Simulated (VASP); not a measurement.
# SnO (Cmc2_1) in VASP: relaxation of cell and atoms with PBEsol

Aim: the relaxation of cell and atoms of SnO with PBEsol.

Everything below comes from runs of VASP 6.6.1. Logs are shortened: lines on timing, memory, paths and dates and some standing lists are left out, and cuts for length are marked.

## Step 1: The cell of the first run

The structure is orthorhombic, space group Cmc2_1 (No. 36). The conventional cell has a = 5.000 Å, b = 5.720 Å, c = 11.120 Å, α = 90.00°, β = 90.00°, γ = 90.00°. Within 2.8 Å of Sn (site symmetry m) lie 4 O at 2.15 to 2.53 Å. Sn (site symmetry m) has 2 O at 1.99 Å within 2.6 Å. Within 2.4 Å of O (site symmetry 1) lie 1 O at 1.80 Å and 2 Sn at 1.99 to 2.15 Å.

## Step 2: Relaxation of cell and atoms, PBEsol

INCAR reads:

```
PREC     = Accurate       # precision mode
ENCUT    = 600            # plane-wave cutoff, eV
EDIFF    = 1E-6           # SCF threshold, eV
ISMEAR   = 0              # smearing method
SIGMA    = 0.1            # smearing width, eV
LREAL    = False          # projectors in reciprocal space
LASPH    = True           # aspherical terms in the spheres
NELM     = 80             # most SCF steps
ALGO     = Normal         # electronic algorithm
ISIF     = 3              # what is computed and relaxed
LWAVE    = False          # write WAVECAR
LCHARG   = False          # write CHGCAR
GGA      = PS             # functional
IBRION   = 2              # ionic algorithm
NSW      = 100            # ionic steps
EDIFFG   = -0.05          # ionic threshold
```

KPOINTS reads:

```
Automatic mesh
0
Gamma
  6 6 2
```

POSCAR reads:

```
SnO
1.0
    2.5000000000     -2.8600000000      0.0000000000
    2.5000000000      2.8600000000      0.0000000000
    0.0000000000      0.0000000000     11.1200000000
Sn O
4 4
Direct
    0.0000000000      0.0000000000      0.0000000000
    0.0000000000      0.0000000000      0.5000000000
    0.5590000000      0.4410000000      0.2540000000
    0.4410000000      0.5590000000      0.7540000000
    0.9300000000      0.4300000000      0.3800000000
    0.0700000000      0.5700000000      0.8800000000
    0.5700000000      0.0700000000      0.3800000000
    0.4300000000      0.9300000000      0.8800000000
```

Potentials or basis: VASP PAW PBE potentials, release 64 (Sn_d, O).

Started as:

```sh
> cat potpaw_PBE.64/Sn_d/POTCAR potpaw_PBE.64/O/POTCAR > POTCAR
> mpirun -np 1 vasp_std > vasp.out
```

OUTCAR:

```text
PREC = Accurate
   ENCUT = 600
   EDIFF = 1E-6
   ISMEAR = 0
   LREAL = False
   LASPH = True
   NELM = 80
   ISIF = 3
   GGA = PS
   IBRION = 2
   NSW = 100
   EDIFFG = -0.05

 ion  position               nearest neighbor table
   1  0.000  0.000  0.000-   6 2.15   8 2.15   6 2.53   8 2.53   4 3.72   4 3.72   4 3.72
   2  0.000  0.000  0.500-   5 2.15   7 2.15   7 2.53   5 2.53   3 3.72   3 3.72   3 3.72
   3  0.559  0.441  0.254-   5 1.99   7 1.99   7 2.77   5 2.77   2 3.72   2 3.72   2 3.72
   4  0.441  0.559  0.754-   6 1.99   8 1.99   6 2.77   8 2.77   1 3.72   1 3.72   1 3.72
   5  0.930  0.430  0.380-   7 1.80   3 1.99   2 2.15   2 2.53   3 2.77
   6  0.070  0.570  0.880-   8 1.80   4 1.99   1 2.15   1 2.53   4 2.77
   7  0.570  0.070  0.380-   5 1.80   3 1.99   2 2.15   2 2.53   3 2.77
   8  0.430  0.930  0.880-   6 1.80   4 1.99   1 2.15   1 2.53   4 2.77

  LATTYP: Found a base centered orthorhombic cell.
 ALAT       =     5.0000000000
 B/A-ratio  =     1.1440000000
 C/A-ratio  =     2.2240000000

  Lattice vectors:

 A1 = (   2.5000000000,  -2.8600000000,   0.0000000000)
 A2 = (   2.5000000000,   2.8600000000,   0.0000000000)
 A3 = (   0.0000000000,   0.0000000000,  11.1200000000)

Analysis of symmetry for initial positions (statically):
=====================================================================
 Subroutine PRICEL returns:
 Original cell was already a primitive cell.

 Routine SETGRP: Setting up the symmetry group for a
 base centered orthorhombic supercell.

 Subroutine GETGRP returns: Found  4 space group operations
 (whereof  2 operations were pure point group operations)
 out of a pool of  8 trial point group operations.

The static configuration has the point symmetry C_1h.
 The point group associated with its full space group is C_2v.

Analysis of symmetry for dynamics (positions and initial velocities):
=====================================================================
 Subroutine PRICEL returns:
 Original cell was already a primitive cell.

 Routine SETGRP: Setting up the symmetry group for a
 base centered orthorhombic supercell.

 Subroutine GETGRP returns: Found  4 space group operations
 (whereof  2 operations were pure point group operations)
 out of a pool of  8 trial point group operations.

The dynamic configuration has the point symmetry C_1h.
 The point group associated with its full space group is C_2v.

 Subroutine INISYM returns: Found  4 space group operations
 (whereof  2 operations are pure point group operations),
 and found     1 'primitive' translations

----------------------------------------------------------------------------------------

                                     Primitive cell

  volume of cell :     159.0160

  direct lattice vectors                    reciprocal lattice vectors
     2.500000000 -2.860000000  0.000000000     0.200000000 -0.174825175  0.000000000
     2.500000000  2.860000000  0.000000000     0.200000000  0.174825175  0.000000000
     0.000000000  0.000000000 11.120000000     0.000000000  0.000000000  0.089928058

  length of vectors
     3.798631332  3.798631332 11.120000000     0.265638555  0.265638555  0.089928058

  position of ions in fractional coordinates (direct lattice)
     0.000000000  0.000000000  0.000000000
     0.000000000  0.000000000  0.500000000
     0.559000000  0.441000000  0.254000000
     0.441000000  0.559000000  0.754000000
     0.930000000  0.430000000  0.380000000
     0.070000000  0.570000000  0.880000000
     0.570000000  0.070000000  0.380000000
     0.430000000  0.930000000  0.880000000

  ion indices of the primitive-cell ions
   primitive index   ion index
                 1           1
                 2           2
                 3           3
                 4           4
                 5           5
                 6           6
                 7           7
                 8           8

----------------------------------------------------------------------------------------

 KPOINTS: Automatic mesh

Automatic generation of k-mesh.
 Grid dimensions read from file:
 generate k-points for:    6    6    2

 Generating k-lattice:

  Cartesian coordinates                     Fractional coordinates (reciprocal lattice)
     0.033333333 -0.029137529  0.000000000     0.166666667  0.000000000  0.000000000
     0.033333333  0.029137529  0.000000000     0.000000000  0.166666667  0.000000000
     0.000000000  0.000000000  0.044964029     0.000000000  0.000000000  0.500000000

  Length of vectors
     0.044273092  0.044273092  0.044964029

  Shift w.r.t. Gamma in fractional coordinates (k-lattice)
     0.000000000  0.000000000  0.000000000

 Subroutine IBZKPT returns following result:
 ===========================================

 Found     26 irreducible k-points:

 Following reciprocal coordinates:
            Coordinates               Weight
  0.000000  0.000000  0.000000      1.000000
  0.166667  0.000000  0.000000      4.000000
  0.333333 -0.000000  0.000000      4.000000
  0.500000 -0.000000  0.000000      2.000000
  0.166667  0.166667  0.000000      2.000000
  0.333333  0.166667  0.000000      4.000000
[... 16 lines left out ...]
  0.333333  0.333333  0.500000      2.000000
  0.500000  0.333333  0.500000      4.000000
 [... further k-points ...]
   k-points           NKPTS =     26   k-points in BZ     NKDIM =     26   number of bands    NBANDS=     48
   number of dos      NEDOS =    301   number of ions     NIONS =      8
   total plane-waves  NPLWV =  81000
   dimension x,y,z NGX =    30 NGY =   30 NGZ =   90
   dimension x,y,z NGXF=    60 NGYF=   60 NGZF=  180
   ions per type =               4   4
   NGX,Y,Z   is equivalent  to a cutoff of  13.13, 13.13, 13.46 a.u.
   NGXF,Y,Z  is equivalent  to a cutoff of  26.26, 26.26, 26.91 a.u.
 SYSTEM =  unknown system
   PREC   = accura    normal or accurate (medium, high low for compatibility)
   ISTART =      0    job   : 0-new  1-cont  2-samecut
   ICHARG =      2    charge: 1-file 2-atom 10-const
   ISPIN  =      1    spin polarized calculation?
   LNONCOLLINEAR =      F non collinear calculations
   LSORBIT =      F    spin-orbit coupling
   LASPH  =      T    aspherical Exc in radial PAW
   ENCUT  =  600.0 eV  44.10 Ry    6.64 a.u.   7.59  7.59 22.21*2*pi/ulx,y,z
   NELM   =     80;   NELMIN=  2; NELMDL= -5     # of ELM steps
   EDIFF  = 0.1E-05   stopping-criterion for ELM
   LREAL  =      F    real-space projection
   EDIFFG = -.5E-01   stopping-criterion for IOM
   NSW    =    100    number of steps for IOM
   IBRION =      2    ionic relax: 0-MD 1-quasi-New 2-CG
   NFREE  =      1    steps in history (QN), initial steepest desc. (CG)
   ISIF   =      3    stress and relaxation
   ISYM   =      2    0-nonsym 1-usesym 2-fastsym
   POTIM  = 0.5000    time-step for ionic-motion
   TEBEG  =    0.0;   TEEND  =   0.0 temperature during run
   PSTRESS=    0.0 pullay stress
   NELECT =      80.0000    total number of electrons
   NUPDOWN=      -1.0000    fix difference up-down
   EMIN   =  10.00;   EMAX   =-10.00  energy-range for DOS
   EFERMI =   0.00;   METHOD = LEGACY
   ISMEAR =     0;   SIGMA  =   0.10  broadening in eV -4-tet -1-fermi 0-gaus
   EFERMI_NEDOS =   21; number of points for ismear=-14 and -15
   IALGO  =     38    algorithm
   IMIX   =      4    mixing-type and parameters
     AMIX     =   0.40;   BMIX     =  1.00
     AMIX_MAG =   1.60;   BMIX_MAG =  1.00
  volume/ion in A,a.u.               =      19.88       134.14
  Fermi-wavevector in a.u.,A,eV,Ry     =   1.302041  2.460500 23.066092  1.695310
  Thomas-Fermi vector in A             =   2.433135
   LORBIT       =      0    0 simple, 1 ext, 2 COOP (PROOUT), +10 PAW based schemes
   GGA     = PS    functional components
   LHFCALC =     F    Hartree Fock is set to
   AEXX    =    0.0000 exact exchange contribution
   IVDW    =     0    specifies the selected vdW correction
   LEPSILON=     F    determine dielectric tensor
   LRPA    =     F    only Hartree local field effects (RPA)
 conjugate gradient relaxation of ions
 non-spin polarized calculation
 Gauss-broadening in eV      SIGMA  =   0.10
  energy-cutoff  :      600.00
  volume of cell :      159.02
 maximum number of plane-waves:      5336
   NGX = 15   NGY = 15   NGZ = 45

--------------------------------------- Ionic step        1  -------------------------------------------

 number of electron      79.9999994 magnetization

 Free energy of the ion-electron system (eV)
  ---------------------------------------------------
  ext. energy  EPLUGINS =         0.00000000
  ---------------------------------------------------
  free energy    TOTEN  =       -40.79435111 eV

  energy without entropy =      -40.77442704  energy(sigma->0) =      -40.78438908

------------------------ aborting loop because EDIFF is reached ----------------------------------------

  FORCE on cell =-STRESS in cart. coord.  units (eV):
  Direction    XX          YY          ZZ          XY          YZ          ZX
  --------------------------------------------------------------------------------------
  -------------------------------------------------------------------------------------
  Total       26.2858727     -2.8517403     -3.6418654      0.0000000      0.0000000      0.0000000
  in kB      264.8452316    -28.7329177    -36.6938814      0.0000000      0.0000000      0.0000000
  external PRESSURE =      66.4728108 kB  Pullay stress =       0.0000000 kB
[... 2573 lines left out ...]
  FREE ENERGIE OF THE ION-ELECTRON SYSTEM (eV)
  ---------------------------------------------------
  free  energy   TOTEN  =       -46.4110465279 eV

  energy  without entropy=      -46.4108928900  energy(sigma->0) =      -46.41096971

[... ionic steps 4 to 21 ...]

--------------------------------------- Ionic step       22  -------------------------------------------

 number of electron      79.9999966 magnetization

------------------------ aborting loop because EDIFF is reached ----------------------------------------

  FORCE on cell =-STRESS in cart. coord.  units (eV):
  Direction    XX          YY          ZZ          XY          YZ          ZX
  --------------------------------------------------------------------------------------
  -------------------------------------------------------------------------------------
  Total       -0.2835375      0.0363159     -0.0904597      0.0000000      0.0000000      0.0000000
  in kB       -3.3376140      0.4274865     -1.0648312      0.0000000      0.0000000      0.0000000
  external PRESSURE =      -1.3249862 kB  Pullay stress =       0.0000000 kB
[... 69 lines left out ...]
  energy  without entropy=      -48.4570164516  energy(sigma->0) =      -48.45889741

--------------------------------------- Ionic step       24  -------------------------------------------

 number of electron      79.9999968 magnetization

 Free energy of the ion-electron system (eV)
  ---------------------------------------------------
  ext. energy  EPLUGINS =         0.00000000
  ---------------------------------------------------
  free energy    TOTEN  =       -48.46251007 eV

  energy without entropy =      -48.45871612  energy(sigma->0) =      -48.46061310

 E-fermi :   7.3176     XC(G=0): -10.6698

 val. band max:        7.2777470331   @ k =   0.1667   0.0000   0.0000
 cond. band min:       7.3655344916   @ k =   0.0000   0.0000   0.0000
 fundamental gap:      0.0877874585
 Fermi energy:         7.3175884351

 k-point     1 :       0.0000    0.0000    0.0000
  band No.  band energies     occupation
      1     -14.5847      2.00000
      2     -14.5592      2.00000
      3     -14.1645      2.00000
      4     -14.1535      2.00000
      5     -14.1522      2.00000
      6     -14.1389      2.00000
[... 1250 lines left out ...]
  FREE ENERGIE OF THE ION-ELECTRON SYSTEM (eV)
  ---------------------------------------------------
  free  energy   TOTEN  =       -48.4625100701 eV

  energy  without entropy=      -48.4587161249  energy(sigma->0) =      -48.46061310

 reached required accuracy - stopping structural energy minimisation
```

Wall time 37 min (1 thread of Intel Xeon 6975P-C (Granite Rapids), shared host); peak memory 0.4 GiB.

What came out:

```yaml
Free_energy: -48.4625 eV
Relaxed_volume: 16.99 Å³/atom
Relaxed_cell: a = 3.799 Å, b = 3.799 Å, c = 9.423 Å, α = 90.00°, β = 90.00°, γ = 89.96°
Space_group_after_relaxing_to_0.1_Å: Cmce (No. 64)
Energy_gained_by_relaxing: 958.5 meV/atom
Ionic_steps: 24
Pressure_after_relaxing: 0.0 GPa
Largest_force_after_relaxing: 0.047 eV/Å
Band_gap_on_the_k_mesh: zero (bands 40 and 41 overlap by 0.21 eV)
```

Forces in eV/Å, atoms in the order of the input:
```
Sn   0.000 -0.023 -0.041
Sn   0.000  0.023 -0.041
Sn   0.000  0.026  0.008
Sn   0.000 -0.026  0.008
O   -0.016  0.027  0.016
O    0.016 -0.027  0.016
O    0.016  0.027  0.016
O   -0.016 -0.027  0.016
```

Step by step:
| step | energy change (eV) | largest force (eV/Å) | pressure (GPa) | volume (Å³) |
| --- | --- | --- | --- | --- |
| 1 | 0.0000 | 8.4743 | 6.65 | 159.02 |
| 2 | -5.0944 | 3.3543 | -13.65 | 177.08 |
| 3 | -5.6167 | 3.1826 | -12.14 | 171.83 |
| 4 | -6.9018 | 2.5349 | 6.30 | 141.08 |
| 5 | -7.2579 | 0.8486 | -1.83 | 150.00 |
| 6 | -7.2584 | 0.8190 | -1.53 | 149.58 |
| 7 | -7.4556 | 0.7025 | -0.09 | 146.15 |
| 8 | -7.5040 | 0.8961 | 1.36 | 143.28 |
| 9 | -7.5761 | 0.3685 | -1.57 | 144.56 |
| 10 | -7.5762 | 0.3559 | -1.52 | 144.54 |
| 11 | -7.6312 | 0.2043 | -0.23 | 141.52 |
| 12 | -7.6349 | 0.2584 | 0.27 | 140.55 |
| 13 | -7.6459 | 0.1063 | -0.43 | 140.52 |
| 14 | -7.6470 | 0.1031 | -0.73 | 140.51 |
| 15 | -7.6543 | 0.1712 | 0.00 | 138.74 |
| 16 | -7.6546 | 0.2157 | 0.16 | 138.33 |
| 17 | -7.6609 | 0.1292 | -0.05 | 137.53 |
| 18 | -7.6625 | 0.1068 | -0.23 | 136.75 |
| 19 | -7.6625 | 0.1029 | -0.20 | 136.89 |
| 20 | -7.6649 | 0.0927 | 0.22 | 136.04 |
| 21 | -7.6650 | 0.0907 | 0.29 | 135.90 |
| 22 | -7.6664 | 0.1056 | -0.13 | 136.11 |
| 23 | -7.6664 | 0.0996 | -0.10 | 136.09 |
| 24 | -7.6682 | 0.0471 | -0.01 | 135.96 |

Final structure:
```yaml
crystal:
  lattice:
    - [2.68691, -2.68499, 0.00000]
    - [2.68691, 2.68499, 0.00000]
    - [0.00000, 0.00000, 9.42259]
  atoms:
    - { symbol: Sn, position: [0.99303, 0.00697, 0.00184] }
    - { symbol: Sn, position: [0.00697, 0.99303, 0.50184] }
    - { symbol: Sn, position: [0.50724, 0.49276, 0.25542] }
    - { symbol: Sn, position: [0.49276, 0.50724, 0.75542] }
    - { symbol: O, position: [0.00765, 0.49291, 0.37837] }
    - { symbol: O, position: [0.99235, 0.50709, 0.87837] }
    - { symbol: O, position: [0.50709, 0.99235, 0.37837] }
    - { symbol: O, position: [0.49291, 0.00765, 0.87837] }
```

Levels at points of the mesh, in eV from the Fermi level:
| k point | band 37 | band 38 | band 39 | band 40 | band 41 | band 42 | band 43 | band 44 |
| --- | --- | --- | --- | --- | --- | --- | --- | --- |
| (0.00, 0.00, 0.00) | -3.12 | -2.88 | -2.20 | 0.05 | 1.68 | 2.23 | 2.72 | 2.72 |
| (0.50, 0.00, 0.00) | -2.81 | -2.81 | -1.73 | -1.72 | 2.71 | 2.72 | 3.34 | 3.34 |
| (0.50, 0.50, 0.00) | -2.46 | -2.46 | -1.90 | -1.88 | -0.17 | -0.16 | 2.25 | 2.26 |
| (0.00, 0.00, 0.50) | -3.13 | -3.13 | -0.49 | -0.49 | 1.67 | 1.67 | 3.34 | 3.34 |
| (0.50, 0.00, 0.50) | -2.28 | -2.28 | -2.16 | -2.16 | 2.96 | 2.96 | 3.08 | 3.08 |
| (0.50, 0.50, 0.50) | -2.41 | -2.41 | -2.39 | -2.39 | 0.79 | 0.79 | 0.80 | 0.80 |

Caveat: semilocal functionals underestimate gaps, and a narrow one can read as zero; a cell axis changed by over 15 % at a fixed basis, so the end point is rough; the PAW data sets were made with another functional, which shifts forces and pressure a little; spin-orbit coupling is left out, which moves the levels of the heavy elements; the relaxation stopped at a loose force limit of 0.05 eV/Å, so its end isn't a converged minimum.

The gap in the log of VASP goes by the Fermi energy; the results here count the filled bands.